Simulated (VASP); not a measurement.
# Mo (P6/mmm) in VASP: a series of runs, part 2 of 2

VASP 6.6.1. Earlier steps stand in the parts before.

## 3. Single point, PBEsol (strain -0.030 along x and y, -0.015 along z)

Input file INCAR:

```
SYSTEM = Mo
PREC = Accurate
ENCUT = 520
EDIFF = 1E-6
ISMEAR = 0
SIGMA = 0.15
LREAL = .False.
LASPH = .True.
NELM = 60
ALGO = Fast
ISIF = 2
LWAVE = .False.
LCHARG = .False.
GGA = PS
NBANDS = 13
```

Input file KPOINTS:

```
Automatic mesh
0
Gamma
  18 18 18
  0 0 0
```

Input file POSCAR:

```
Mo
1.0
    2.6534450853      0.0000000000      0.0000000000
   -1.3267225426      2.2979508514      0.0000000000
    0.0000000000      0.0000000000      2.5168529895
Mo
1
Direct
    0.0000000000      0.0000000000      0.5000000000
```

Potentials or basis: VASP PAW PBE potentials, release 64 (Mo_sv).

On the command line:

```sh
$ cat potpaw_PBE.64/Mo_sv/POTCAR > POTCAR
$ mpirun -np 1 vasp_std > vasp.out
```

OUTCAR:

```text
SYSTEM = Mo
   PREC = Accurate
   ENCUT = 520
   EDIFF = 1E-6
   ISMEAR = 0
   LREAL = .False.
   LASPH = .True.
   NELM = 60
   ISIF = 2
   GGA = PS

 ion  position               nearest neighbor table
   1  0.000  0.000  0.500-

  LATTYP: Found a hexagonal cell.
 ALAT       =     2.6534450853
 C/A-ratio  =     0.9485227350

  Lattice vectors:

 A1 = (   2.6534450853,   0.0000000000,   0.0000000000)
 A2 = (  -1.3267225426,   2.2979508514,   0.0000000000)
[... 565 lines left out ...]
     13      30.3828      0.00000

 [... further k-points ...]

------------------------ aborting loop because EDIFF is reached ----------------------------------------

  FORCE on cell =-STRESS in cart. coord.  units (eV):
  Direction    XX          YY          ZZ          XY          YZ          ZX
  --------------------------------------------------------------------------------------
  -------------------------------------------------------------------------------------
  Total        2.0102135      2.0102135      0.5926818      0.0000000      0.0000000      0.0000000
  in kB      209.8669661    209.8669661     61.8761836      0.0000000      0.0000000      0.0000000
  external PRESSURE =     160.5367052 kB  Pullay stress =       0.0000000 kB

 VOLUME and BASIS-vectors are now :
 -----------------------------------------------------------------------------
  energy-cutoff  :      520.00
  volume of cell :       15.35
      direct lattice vectors                 reciprocal lattice vectors
     2.653445085  0.000000000  0.000000000     0.376868549  0.217585158  0.000000000
    -1.326722543  2.297950851  0.000000000     0.000000000  0.435170317  0.000000000
     0.000000000  0.000000000  2.516852989     0.000000000  0.000000000  0.397321577

 POSITION                                       TOTAL-FORCE (eV/Angst)
 -----------------------------------------------------------------------------------
      0.00000      0.00000      1.25843         0.000000      0.000000      0.000000
 -----------------------------------------------------------------------------------
    total drift:                                0.000000      0.000000     -0.000000

  FREE ENERGIE OF THE ION-ELECTRON SYSTEM (eV)
  ---------------------------------------------------
  free  energy   TOTEN  =       -10.8140896042 eV

  energy  without entropy=      -10.8055403003  energy(sigma->0) =      -10.80981495
```

OSZICAR:

```text
N       E                     dE             d eps       ncg     rms          rms(c)
DAV:   1     0.110014795500E+03    0.11001E+03   -0.91179E+03  9689   0.113E+03
DAV:   2    -0.995924702141E+01   -0.11997E+03   -0.11602E+03 10850   0.332E+02
DAV:   3    -0.113089634543E+02   -0.13497E+01   -0.13466E+01 11265   0.361E+01
DAV:   4    -0.113128388275E+02   -0.38754E-02   -0.38753E-02 10960   0.217E+00
DAV:   5    -0.113128687268E+02   -0.29899E-04   -0.29899E-04 11370   0.161E-01    0.168E+01
RMM:   6    -0.108813848413E+02    0.43148E+00   -0.47650E-01  9625   0.649E+00    0.600E+00
RMM:   7    -0.108174821351E+02    0.63903E-01   -0.15085E-01  9834   0.360E+00    0.699E-01
RMM:   8    -0.108141506523E+02    0.33315E-02   -0.87544E-03 10597   0.104E+00    0.116E-01
RMM:   9    -0.108140863947E+02    0.64258E-04   -0.83619E-04 10873   0.327E-01    0.459E-02
RMM:  10    -0.108140899005E+02   -0.35058E-05   -0.12183E-04 11058   0.132E-01    0.103E-02
RMM:  11    -0.108140893533E+02    0.54720E-06   -0.24321E-05 10958   0.510E-02    0.404E-03
RMM:  12    -0.108140896042E+02   -0.25086E-06   -0.52059E-06  8264   0.221E-02
   1 F= -.10814090E+02 E0= -.10809815E+02  d E =-.854930E-02
```

stdout:

```text
POSCAR found type information on POSCAR Mo
 POSCAR found :  1 types and       1 ions
 scaLAPACK will be used
 -----------------------------------------------------------------------------
|                                                                             |
|                                                                             |
|     You enforced a specific xc type in the INCAR file but a different       |
|     I HOPE YOU KNOW WHAT YOU ARE DOING!                                     |
|                                                                             |
 -----------------------------------------------------------------------------

 LDA part: xc-table for (Slater+PW92), standard interpolation
 POSCAR, INCAR and KPOINTS ok, starting setup
 FFT: planning ... GRIDC
 FFT: planning ... GRID_SOFT
 FFT: planning ... GRID
 WAVECAR not read
 entering main loop
```

It took 22 s on 1 thread of Intel Xeon 6975P-C (Granite Rapids), shared host; peak memory 0.18 GiB.

Results:

```yaml
Free_energy: -10.8141 eV
Pressure: 16.1 GPa
Band_gap_on_the_k_mesh: zero (band 7 reaches 13.61 eV, above the bottom of band 8 at 11.60 eV)
```

Stress tensor (GPa, compression positive):
```
20.99  0.00  0.00
 0.00 20.99  0.00
 0.00  0.00  6.19
```

Levels at points of the mesh, in eV from the Fermi level:
| k point | band 5 | band 6 | band 7 | band 8 | band 9 | band 10 |
| --- | --- | --- | --- | --- | --- | --- |
| (0.00, 0.00, 0.00) | -7.06 | -4.73 | -1.02 | -1.02 | 4.53 | 4.53 |
| (0.50, 0.00, 0.00) | -5.43 | -3.25 | 0.80 | 1.33 | 3.73 | 5.04 |
| (0.00, 0.00, 0.50) | -3.99 | -0.17 | -0.17 | -0.03 | 1.04 | 1.04 |
| (0.50, 0.00, 0.50) | -5.93 | -3.88 | -0.42 | 5.40 | 6.58 | 6.64 |

Caveat: the cell differs from its parent crystal (strain -0.030 along x and y, -0.015 along z); the PAW data sets were made with another functional, which shifts forces and pressure a little.
